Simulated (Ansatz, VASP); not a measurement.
One calculation of C, two programs

```
CELL_PARAMETERS angstrom
1.25812 -2.22851 0.00000
1.25812 2.22851 0.00000
0.00000 0.00000 7.37782
ATOMIC_POSITIONS crystal
C 0.08332 0.91668 0.74984
C 0.58332 0.41668 0.25016
C 0.91668 0.08332 0.25016
C 0.41668 0.58332 0.74984
```

Change from the starting cell: normal strain along x +0.0233, normal strain along y +0.0467.

Alike in both runs: task single point; functional PBEsol; k mesh 18 × 18 × 6; occupations gaussian, width 0.15 eV; no spin polarisation.

```csv
,VASP,Ansatz
version,VASP 6.6.1,Ansatz 0.2.0
potentials or method,"VASP PAW PBE potentials, release 64 (C), cutoff 520 eV","scalar-relativistic, plane waves, PAW"
valence electrons in the cell,16,16
```

```tsv
	VASP	Ansatz	Ansatz less VASP
gap on the k mesh at the Fermi level (eV)	0.01	0.01	0.000
least direct gap on the mesh (eV)	0.01	0.01	0.000
pressure (GPa)	-22.0	-22.5	-0.55
traceless stress, the component that is largest in VASP (GPa)	21.99	22.59	+0.603
rms of the force components (eV/Å)	0.050	0.045	-0.0044
```

VASP's potentials were made for PBE, not for PBEsol, and Ansatz warns of the same on its side. Atom by atom the forces differ by 0.004 eV/Å (rms over components).
